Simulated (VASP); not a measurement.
# MgZn3Se3S in VASP: notebook

Runs on MgZn3Se3S. Level: PBE. Tasks: single point.

Program: VASP 6.6.1. These are calculated values, not measurements. Logs are shortened: lines on timing, memory, paths and dates and some standing lists are left out, and cuts for length are marked.

### 1 The cell of the first run

The typed cell holds 16 atoms: a = 6.608 Å, b = 7.016 Å, c = 8.104 Å, α = 90.01°, β = 90.00°, γ = 90.00°.

### 2 Single point, PBE

File INCAR:

```
ALGO = Normal
EDIFF = 1E-6
ENCUT = 520
GGA = PE
ISIF = 2
ISMEAR = 0
LASPH = True
LCHARG = False
LREAL = Auto
LWAVE = False
NBANDS = 76
NELM = 80
PREC = Accurate
SIGMA = 0.1
```

File KPOINTS:

```
k-points
0
Gamma
  2 2 2
```

File POSCAR:

```
MgZn3Se3S
1.0
   -0.0002122331      0.0001533497     -6.6077546995
    0.0005530546     -7.0163425351      0.0001618527
   -8.1039949605      0.0001793464      0.0001604560
Mg Zn Se S
2 6 6 2
Direct
    0.5056508942      0.8497810887      0.4999631943
    0.0056772757      0.1502030335      0.0000461170
    0.5044249847      0.3312455928      0.2566262378
    0.5044464878      0.3311926387      0.7431988363
    0.4867618398      0.8249007717     -0.0000441162
    0.0044838144      0.6687864410      0.7568035161
    0.0044897833      0.6687767043      0.2433611913
    0.9866968960      0.1750796726      0.5000420748
    0.6127417651      0.1593339964     -0.0000790235
    0.6287842663      0.6636539647      0.2446128195
    0.6287874987      0.6636226738      0.7553078754
    0.1127396399      0.8406773260      0.5000883544
    0.1287461650      0.3363641012      0.2554007559
    0.1287638840      0.3363665302      0.7446945073
    0.6283872625      0.1815890742      0.4999063061
    0.1284175430      0.8184263904      0.0000713535
```

Potentials or basis: VASP PAW PBE potentials, release 64 (Mg, Zn, Se, S).

Command:

```console
$ cat potpaw_PBE.64/Mg/POTCAR potpaw_PBE.64/Zn/POTCAR potpaw_PBE.64/Se/POTCAR potpaw_PBE.64/S/POTCAR > POTCAR
$ mpirun -np 1 vasp_std > vasp.out
```

OUTCAR:

```text
EDIFF = 1E-6
   ENCUT = 520
   GGA = PE
   ISIF = 2
   ISMEAR = 0
   LASPH = True
   LREAL = Auto
   NELM = 80
   PREC = Accurate

 ion  position               nearest neighbor table
   1  0.506  0.850  0.500-  15 2.47  10 2.58  11 2.58  12 2.60
   2  0.006  0.150  0.000-  16 2.47  13 2.58  14 2.58   9 2.60
   3  0.504  0.331  0.257-  15 2.38  10 2.47  13 2.48   9 2.51
   4  0.504  0.331  0.743-  15 2.38  11 2.47  14 2.48   9 2.51
   5  0.487  0.825  1.000-  16 2.37  11 2.47  10 2.47   9 2.49
   6  0.004  0.669  0.757-  16 2.38  14 2.47  11 2.48  12 2.51
[... 8 lines left out ...]
  15  0.628  0.182  0.500-   8 2.37   4 2.38   3 2.38   1 2.47
  16  0.128  0.818  0.000-   5 2.37   6 2.38   7 2.38   2 2.47

  LATTYP: Found a simple monoclinic cell.
 ALAT       =     8.1039949641
 B/A-ratio  =     0.8153700408
 C/A-ratio  =     2.1792749823
 COS(beta)  =    -0.9176963034

  Lattice vectors:

 A1 = (  -8.1039949605,   0.0001793464,   0.0001604560)
 A2 = (   0.0002122331,  -0.0001533497,   6.6077546995)
 A3 = (  16.2074368664,   7.0159838423,  -0.0004827647)

Analysis of symmetry for initial positions (statically):
=====================================================================
 Subroutine PRICEL returns:
 Original cell was already a primitive cell.

 Routine SETGRP: Setting up the symmetry group for a
 simple monoclinic supercell.

 Subroutine GETGRP returns: Found  1 space group operations
 (whereof  1 operations were pure point group operations)
 out of a pool of  4 trial point group operations.

The static configuration has the point symmetry C_1 .

Analysis of symmetry for dynamics (positions and initial velocities):
=====================================================================
 Subroutine PRICEL returns:
 Original cell was already a primitive cell.

 Routine SETGRP: Setting up the symmetry group for a
 simple monoclinic supercell.

 Subroutine GETGRP returns: Found  1 space group operations
 (whereof  1 operations were pure point group operations)
 out of a pool of  4 trial point group operations.

The dynamic configuration has the point symmetry C_1 .

 Subroutine INISYM returns: Found  1 space group operations
 (whereof  1 operations are pure point group operations),
 and found     1 'primitive' translations

----------------------------------------------------------------------------------------

                                     Primitive cell

  volume of cell :     375.7196

  direct lattice vectors                    reciprocal lattice vectors
    -0.000212233  0.000153350 -6.607754700    -0.000002996 -0.000003491 -0.151337337
     0.000553055 -7.016342535  0.000161853    -0.000003154 -0.142524399 -0.000003308
    -8.103994960  0.000179346  0.000160456    -0.123395931 -0.000009726  0.000003963

  length of vectors
     6.607754705  7.016342559  8.103994964     0.151337337  0.142524399  0.123395931

  position of ions in fractional coordinates (direct lattice)
     0.505650894  0.849781089  0.499963194
     0.005677276  0.150203033  0.000046117
     0.504424985  0.331245593  0.256626238
     0.504446488  0.331192639  0.743198836
     0.486761840  0.824900772  0.999955884
     0.004483814  0.668786441  0.756803516
[... 8 lines left out ...]
     0.628387262  0.181589074  0.499906306
     0.128417543  0.818426390  0.000071353

  ion indices of the primitive-cell ions
   primitive index   ion index
                 1           1
                 2           2
                 3           3
                 4           4
                 5           5
                 6           6
[... 8 lines left out ...]
                15          15
                16          16

----------------------------------------------------------------------------------------

 KPOINTS: k-points

Automatic generation of k-mesh.
 Grid dimensions read from file:
 generate k-points for:    2    2    2

 Generating k-lattice:

  Cartesian coordinates                     Fractional coordinates (reciprocal lattice)
    -0.000001498 -0.000001746 -0.075668669     0.500000000 -0.000000000  0.000000000
    -0.000001577 -0.071262199 -0.000001654     0.000000000  0.500000000  0.000000000
    -0.061697965 -0.000004863  0.000001982    -0.000000000 -0.000000000  0.500000000

  Length of vectors
     0.075668669  0.071262199  0.061697966

  Shift w.r.t. Gamma in fractional coordinates (k-lattice)
     0.000000000  0.000000000  0.000000000

 Subroutine IBZKPT returns following result:
 ===========================================

 Found      8 irreducible k-points:

 Following reciprocal coordinates:
            Coordinates               Weight
  0.000000  0.000000  0.000000      1.000000
  0.500000  0.000000 -0.000000      1.000000
 -0.000000  0.500000 -0.000000      1.000000
  0.500000  0.500000 -0.000000      1.000000
  0.000000 -0.000000  0.500000      1.000000
  0.500000 -0.000000  0.500000      1.000000
  0.000000  0.500000  0.500000      1.000000
  0.500000  0.500000  0.500000      1.000000
   k-points           NKPTS =      8   k-points in BZ     NKDIM =      8   number of bands    NBANDS=     76
   number of dos      NEDOS =    301   number of ions     NIONS =     16
   total plane-waves  NPLWV = 162000
   dimension x,y,z NGX =    50 NGY =   54 NGZ =   60
   dimension x,y,z NGXF=   100 NGYF=  108 NGZF=  120
   ions per type =               2   6   6   2
   NGX,Y,Z   is equivalent  to a cutoff of  12.58, 12.79, 12.31 a.u.
   NGXF,Y,Z  is equivalent  to a cutoff of  25.16, 25.59, 24.62 a.u.
 SYSTEM =  unknown system
   PREC   = accura    normal or accurate (medium, high low for compatibility)
   ISTART =      0    job   : 0-new  1-cont  2-samecut
   ICHARG =      2    charge: 1-file 2-atom 10-const
   ISPIN  =      1    spin polarized calculation?
   LNONCOLLINEAR =      F non collinear calculations
   LSORBIT =      F    spin-orbit coupling
   LASPH  =      T    aspherical Exc in radial PAW
   ENCUT  =  520.0 eV  38.22 Ry    6.18 a.u.  12.29 13.05 15.07*2*pi/ulx,y,z
   NELM   =     80;   NELMIN=  2; NELMDL= -5     # of ELM steps
   EDIFF  = 0.1E-05   stopping-criterion for ELM
   LREAL  =      T    real-space projection
   EDIFFG = 0.1E-04   stopping-criterion for IOM
   NSW    =      0    number of steps for IOM
   IBRION =     -1    ionic relax: 0-MD 1-quasi-New 2-CG
   NFREE  =      0    steps in history (QN), initial steepest desc. (CG)
   ISIF   =      2    stress and relaxation
   ISYM   =      2    0-nonsym 1-usesym 2-fastsym
   POTIM  = 0.5000    time-step for ionic-motion
   TEBEG  =    0.0;   TEEND  =   0.0 temperature during run
   PSTRESS=    0.0 pullay stress
   NELECT =     124.0000    total number of electrons
   NUPDOWN=      -1.0000    fix difference up-down
   EMIN   =  10.00;   EMAX   =-10.00  energy-range for DOS
   EFERMI =   0.00;   METHOD = LEGACY
   ISMEAR =     0;   SIGMA  =   0.10  broadening in eV -4-tet -1-fermi 0-gaus
   EFERMI_NEDOS =   21; number of points for ismear=-14 and -15
   IALGO  =     38    algorithm
   IMIX   =      4    mixing-type and parameters
     AMIX     =   0.40;   BMIX     =  1.00
     AMIX_MAG =   1.60;   BMIX_MAG =  1.00
  volume/ion in A,a.u.               =      23.48       158.47
  Fermi-wavevector in a.u.,A,eV,Ry     =   1.131343  2.137927 17.414585  1.279936
  Thomas-Fermi vector in A             =   2.268041
   LORBIT       =      0    0 simple, 1 ext, 2 COOP (PROOUT), +10 PAW based schemes
   GGA     = PE    functional components
   LHFCALC =     F    Hartree Fock is set to
   AEXX    =    0.0000 exact exchange contribution
   IVDW    =     0    specifies the selected vdW correction
   LEPSILON=     F    determine dielectric tensor
   LRPA    =     F    only Hartree local field effects (RPA)
 non-spin polarized calculation
 Gauss-broadening in eV      SIGMA  =   0.10
  energy-cutoff  :      520.00
  volume of cell :      375.72
 maximum number of plane-waves:     10194
 NGX is ok and might be reduce to    50
   NGX = 25   NGY = 27   NGZ = 31

 number of electron     123.9999971 magnetization

 Free energy of the ion-electron system (eV)
  ---------------------------------------------------
  ext. energy  EPLUGINS =         0.00000000
  ---------------------------------------------------
  free energy    TOTEN  =       -52.64328384 eV

  energy without entropy =      -52.64328384  energy(sigma->0) =      -52.64328384

 E-fermi :   1.7838     XC(G=0):  -8.9440

 val. band max:        1.2915183708   @ k =   0.0000   0.0000   0.0000
 cond. band min:       2.9779128191   @ k =   0.0000   0.0000   0.0000
 fundamental gap:      1.6863944483
 Fermi energy:         1.7837907414

 k-point     1 :       0.0000    0.0000    0.0000
  band No.  band energies     occupation
      1     -11.3793      2.00000
      2     -10.7543      2.00000
      3     -10.6876      2.00000
      4     -10.6422      2.00000
      5     -10.5867      2.00000
      6     -10.4677      2.00000
[... 66 lines left out ...]
     73       7.0156      0.00000
     74       7.3620      0.00000

 k-point     2 :       0.5000    0.0000   -0.0000
  band No.  band energies     occupation
      1     -11.0451      2.00000
      2     -11.0448      2.00000
      3     -10.6027      2.00000
      4     -10.6025      2.00000
      5     -10.5350      2.00000
      6     -10.5346      2.00000
[... 66 lines left out ...]
     73       7.2226      0.00000
     74       7.2228      0.00000

 k-point     3 :      -0.0000    0.5000   -0.0000
  band No.  band energies     occupation
      1     -11.1170      2.00000
      2     -11.0546      2.00000
      3     -10.6746      2.00000
      4     -10.6461      2.00000
      5     -10.5247      2.00000
      6     -10.4939      2.00000
[... 66 lines left out ...]
     73       6.8865      0.00000
     74       6.9376      0.00000

 k-point     4 :       0.5000    0.5000   -0.0000
  band No.  band energies     occupation
      1     -10.8481      2.00000
      2     -10.8479      2.00000
      3     -10.7815      2.00000
      4     -10.7812      2.00000
      5     -10.5310      2.00000
      6     -10.5307      2.00000
[... 66 lines left out ...]
     73       6.4770      0.00000
     74       6.4772      0.00000

 k-point     5 :       0.0000   -0.0000    0.5000
  band No.  band energies     occupation
      1     -11.1502      2.00000
      2     -11.1500      2.00000
      3     -10.5718      2.00000
      4     -10.5717      2.00000
      5     -10.5141      2.00000
      6     -10.5137      2.00000
[... 66 lines left out ...]
     73       7.1626      0.00000
     74       7.1637      0.00000

 k-point     6 :       0.5000   -0.0000    0.5000
  band No.  band energies     occupation
      1     -10.8896      2.00000
      2     -10.8896      2.00000
      3     -10.8330      2.00000
      4     -10.8329      2.00000
      5     -10.5105      2.00000
      6     -10.5103      2.00000
[... 66 lines left out ...]
     73       6.7293      0.00000
     74       6.7295      0.00000

 k-point     7 :       0.0000    0.5000    0.5000
  band No.  band energies     occupation
      1     -10.9686      2.00000
      2     -10.9685      2.00000
      3     -10.8280      2.00000
      4     -10.8279      2.00000
      5     -10.4769      2.00000
      6     -10.4767      2.00000
[... 66 lines left out ...]
     73       6.6895      0.00000
     74       6.6897      0.00000

 k-point     8 :       0.5000    0.5000    0.5000
  band No.  band energies     occupation
      1     -10.7624      2.00000
      2     -10.7622      2.00000
      3     -10.6979      2.00000
      4     -10.6975      2.00000
      5     -10.6611      2.00000
      6     -10.6610      2.00000
[... 66 lines left out ...]
     73       6.7186      0.00000
     74       6.7194      0.00000
 [bands above 74 left out]

------------------------ aborting loop because EDIFF is reached ----------------------------------------

  FORCE on cell =-STRESS in cart. coord.  units (eV):
  Direction    XX          YY          ZZ          XY          YZ          ZX
  --------------------------------------------------------------------------------------
  -------------------------------------------------------------------------------------
  Total        0.3107474      0.3013101      0.3271486      0.0030254      0.0007892     -0.0011743
  in kB        1.3251169      1.2848735      1.3950563      0.0129014      0.0033654     -0.0050075
  external PRESSURE =       1.3350155 kB  Pullay stress =       0.0000000 kB

 VOLUME and BASIS-vectors are now :
 -----------------------------------------------------------------------------
  energy-cutoff  :      520.00
  volume of cell :      375.72
      direct lattice vectors                 reciprocal lattice vectors
    -0.000212233  0.000153350 -6.607754700    -0.000002996 -0.000003491 -0.151337337
     0.000553055 -7.016342535  0.000161853    -0.000003154 -0.142524399 -0.000003308
    -8.103994960  0.000179346  0.000160456    -0.123395931 -0.000009726  0.000003963

 POSITION                                       TOTAL-FORCE (eV/Angst)
 -----------------------------------------------------------------------------------
     -4.05134     -5.96219     -3.34100        -0.000705     -0.002622      0.000198
     -0.00029     -1.05388     -0.03749         0.000609      0.001953      0.001237
     -2.07962     -2.32401     -3.33302        -0.001669      0.006126     -0.003667
     -6.02280     -2.32355     -3.33309         0.000537      0.004981     -0.003364
     -8.10328     -5.78753     -3.21611        -0.000461     -0.004450      0.006195
     -6.13276     -4.69230     -0.02940        -0.000678     -0.005249     -0.002411
[... 8 lines left out ...]
     -4.05127     -1.27391     -4.15212        -0.000666      0.016983      0.007535
     -0.00015     -5.74234     -0.84842        -0.000167     -0.016453      0.006519
 -----------------------------------------------------------------------------------
    total drift:                                0.000734      0.000759      0.008702

  FREE ENERGIE OF THE ION-ELECTRON SYSTEM (eV)
  ---------------------------------------------------
  free  energy   TOTEN  =       -52.6432838381 eV

  energy  without entropy=      -52.6432838381  energy(sigma->0) =      -52.64328384
```

Wall time 3.3 min (1 thread of Intel Xeon 6975P-C (Granite Rapids), shared host); peak memory 0.47 GiB.

What came out:

| Quantity | Value |
| --- | --- |
| Free energy | -52.6433 eV |
| Pressure | 0.1 GPa |
| Largest force | 0.026 eV/Å |
| Band gap on the k mesh | 1.69 eV, direct |

Forces on the atoms (eV/Å):
```
Mg  -0.001 -0.003  0.000
Mg   0.001  0.002  0.001
Zn  -0.002  0.006 -0.004
Zn   0.001  0.005 -0.003
Zn   0.000 -0.004  0.006
Zn  -0.001 -0.005 -0.002
Zn   0.002 -0.006 -0.003
Zn   0.000  0.004  0.005
Se   0.000 -0.004 -0.018
Se  -0.021 -0.014  0.005
Se   0.020 -0.015  0.006
Se   0.001  0.004 -0.017
Se   0.021  0.015  0.004
Se  -0.020  0.015  0.006
S   -0.001  0.017  0.008
S    0.000 -0.016  0.007
```

Levels at points of the mesh, in eV from the valence-band top:
| k point | band 59 | band 60 | band 61 | band 62 | band 63 | band 64 | band 65 | band 66 |
| --- | --- | --- | --- | --- | --- | --- | --- | --- |
| (0.00, 0.00, 0.00) | -0.55 | -0.05 | -0.01 | 0.00 | 1.69 | 2.72 | 3.52 | 3.99 |
| (0.50, 0.00, 0.00) | -0.38 | -0.38 | -0.36 | -0.36 | 2.93 | 2.93 | 3.49 | 3.49 |
| (0.00, 0.50, 0.00) | -0.61 | -0.41 | -0.35 | -0.33 | 3.25 | 3.27 | 3.44 | 3.56 |
| (0.50, 0.50, 0.00) | -1.01 | -1.01 | -0.71 | -0.71 | 3.14 | 3.14 | 3.44 | 3.44 |
| (0.00, 0.00, 0.50) | -0.39 | -0.39 | -0.38 | -0.38 | 3.36 | 3.36 | 4.19 | 4.19 |
| (0.50, 0.00, 0.50) | -0.88 | -0.87 | -0.70 | -0.70 | 3.87 | 3.87 | 4.14 | 4.14 |
| (0.00, 0.50, 0.50) | -0.73 | -0.73 | -0.71 | -0.71 | 3.86 | 3.86 | 4.22 | 4.22 |
| (0.50, 0.50, 0.50) | -1.08 | -1.08 | -1.00 | -1.00 | 3.84 | 3.84 | 3.97 | 3.97 |

Caveat: the k points lie up to 0.48 Å⁻¹ apart.

### 3 Single point, PBE

File INCAR:

```
SYSTEM = MgZn3Se3S
PREC = Accurate
ENCUT = 520
EDIFF = 1E-7
ISMEAR = 0
SIGMA = 0.15
LREAL = Auto
LASPH = .True.
NELM = 60
ALGO = Normal
ISIF = 2
LWAVE = .False.
LCHARG = .False.
GGA = PE
NBANDS = 76
```

File KPOINTS:

```
regular mesh
0
Gamma
  2 2 2
  0 0 0
```

File POSCAR:

```
MgZn3Se3S
1.0
    8.0998962718      0.0000000000      0.0000000000
    0.0000000000      7.0189945854      0.0000000000
    0.0000000000      0.0000000000      6.6023212761
Mg Zn Se S
2 6 6 2
Direct
    0.5000000000      0.1495362850      0.4946498009
    0.0000000000      0.8504637150     -0.0053501991
    0.7441069230      0.6688029865      0.4959769263
    0.2558930770      0.6688029865      0.4959769263
    0.0000000000      0.1740769742      0.5119109294
    0.2441069230      0.3311970135     -0.0040230737
    0.7558930770      0.3311970135     -0.0040230737
    0.5000000000      0.8259230258      0.0119109294
    0.0000000000      0.8400979814      0.3869250971
    0.7547713047      0.3361405857      0.3716224665
    0.2452286953      0.3361405857      0.3716224665
    0.5000000000      0.1599020186      0.8869250971
    0.7452286953      0.6638594143      0.8716224665
    0.2547713047      0.6638594143      0.8716224665
    0.5000000000      0.8182690498      0.3713153869
    0.0000000000      0.1817309502      0.8713153869
```

Potentials or basis: VASP PAW PBE potentials, release 64 (Mg, Zn, Se, S).

Command:

```console
$ cat potpaw_PBE.64/Mg/POTCAR potpaw_PBE.64/Zn/POTCAR potpaw_PBE.64/Se/POTCAR potpaw_PBE.64/S/POTCAR > POTCAR
$ mpirun -np 1 vasp_std > vasp.out
```

It took 3 min on 1 thread of Intel Xeon 6975P-C (Granite Rapids), shared host; peak memory 0.46 GiB.

Results (log left out):

```yaml
Free_energy: -52.6417 eV
Pressure: 0.2 GPa
Largest_force: 0.050 eV/Å
Band_gap_on_the_k_mesh: 1.69 eV, direct
```

Forces in eV/Å, atoms in the order of the input:
```
Mg   0.000 -0.011 -0.020
Mg   0.000  0.011 -0.020
Zn  -0.049 -0.001 -0.012
Zn   0.049 -0.001 -0.012
Zn   0.000  0.026  0.039
Zn  -0.049  0.001 -0.012
Zn   0.049  0.001 -0.012
Zn   0.000 -0.026  0.039
Se   0.000  0.010 -0.008
Se   0.010 -0.007  0.001
Se  -0.010 -0.007  0.001
Se   0.000 -0.010 -0.008
Se  -0.010  0.007  0.001
Se   0.010  0.007  0.001
S    0.000  0.001  0.008
S    0.000 -0.001  0.008
```

Stress tensor (GPa, compression positive):
```
0.17 0.00 0.00
0.00 0.13 0.00
0.00 0.00 0.23
```

Levels at points of the mesh, in eV from the valence-band top:
```tsv
k point	band 60	band 61	band 62	band 63	band 64	band 65
(0.00, 0.00, 0.00)	-0.05	-0.02	0.00	1.69	2.72	3.52
(0.50, 0.00, 0.00)	-0.39	-0.38	-0.38	3.37	3.37	4.19
(0.00, 0.50, 0.00)	-0.40	-0.35	-0.33	3.24	3.28	3.44
(0.50, 0.50, 0.00)	-0.73	-0.72	-0.72	3.86	3.86	4.22
(0.00, 0.00, 0.50)	-0.39	-0.36	-0.36	2.93	2.93	3.49
(0.50, 0.00, 0.50)	-0.89	-0.71	-0.71	3.87	3.87	4.14
(0.00, 0.50, 0.50)	-1.02	-0.71	-0.71	3.14	3.14	3.44
(0.50, 0.50, 0.50)	-1.09	-1.01	-1.01	3.84	3.84	3.97
```

Caveat: the k points lie up to 0.48 Å⁻¹ apart.

(Part 1 of 2 ends here.)
